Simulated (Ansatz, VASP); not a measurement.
## Two plane-wave programs on BP

```
B P
1.0
     0.00000    2.21154    2.39656
     2.39656    0.00000    2.39656
     2.39656    2.21154    0.00000
B P
1 1
Direct
  0.00000 0.00000 0.00000
  0.75000 0.75000 0.75000
```

Alike in both runs: task single point; functional PBE; k mesh 12 × 12 × 12; occupations gaussian, width 0.05 eV; no spin polarisation.

```csv
,VASP,Ansatz
version,VASP 6.6.1,Ansatz 0.2.0
potentials or method,"VASP PAW PBE potentials, release 64 (B, P), cutoff 520 eV","scalar-relativistic, plane waves, PAW"
valence electrons in the cell,8,8
```

Ansatz gave:

* gap on the k mesh at the Fermi level (eV): 0.24
* least direct gap on the mesh (eV): 2.55
* pressure (GPa): -10.8
* traceless stress, the component that is largest in VASP (GPa): 11.92

Problem. Estimate VASP's values.

Solution. gap on the k mesh at the Fermi level (eV): 0.23; least direct gap on the mesh (eV): 2.55; pressure (GPa): -11.0; traceless stress, the component that is largest in VASP (GPa): 11.93.
